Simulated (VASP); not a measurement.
Input of a VASP 6.6.1 run:

File POSCAR:

```
Zn
1.0
    0.0000000000      1.9460590298      1.9460590298
    1.9460590298      0.0000000000      1.9460590298
    1.9460590298      1.9460590298      0.0000000000
Zn
1
Direct
    0.0000000000      0.0000000000      0.0000000000
```

INCAR.step1

```
  ALGO = Normal
  EDIFF = 1E-5
  ENCUT = 550
  GGA = PE
  GGA_COMPAT = False
  ISMEAR = 0
  LASPH = True
  LCHARG = False
  LREAL = False
  LWAVE = True
  NBANDS = 12
  NELM = 120
  PREC = Accurate
  SIGMA = 0.05
```

Contents of INCAR.step2:

```
  ALGO = Normal
  EDIFF = 1E-6
  ENCUT = 550
  GGA_COMPAT = False
  ISIF = 2
  ISMEAR = 0
  ISTART = 1
  LASPH = True
  LCHARG = True
  LELF = True
  LMIXTAU = True
  LREAL = False
  LVHAR = True
  LWAVE = False
  METAGGA = R2SCAN
  NBANDS = 12
  NELM = 120
  PREC = Accurate
  SIGMA = 0.05
```

The input KPOINTS:

```
k-points
0
Gamma
  18 18 18
```

Potentials or basis: VASP PAW PBE potentials, release 64 (Zn).

Command:

```bash
$ cat potpaw_PBE.64/Zn/POTCAR > POTCAR
$ cp INCAR.step1 INCAR
$ mpirun -np 1 vasp_std > vasp.out
$ cp INCAR.step2 INCAR
$ mpirun -np 1 vasp_std > vasp.out
```

(1) Predict the band gap on the k mesh.

(2) Predict the pressure.

## Answers

(1) zero (band 6 reaches 4.93 eV, above the bottom of band 7 at 1.85 eV).

(2) -2.2 GPa.

Caveat: the PAW data sets were made with another functional, which shifts forces and pressure a little.
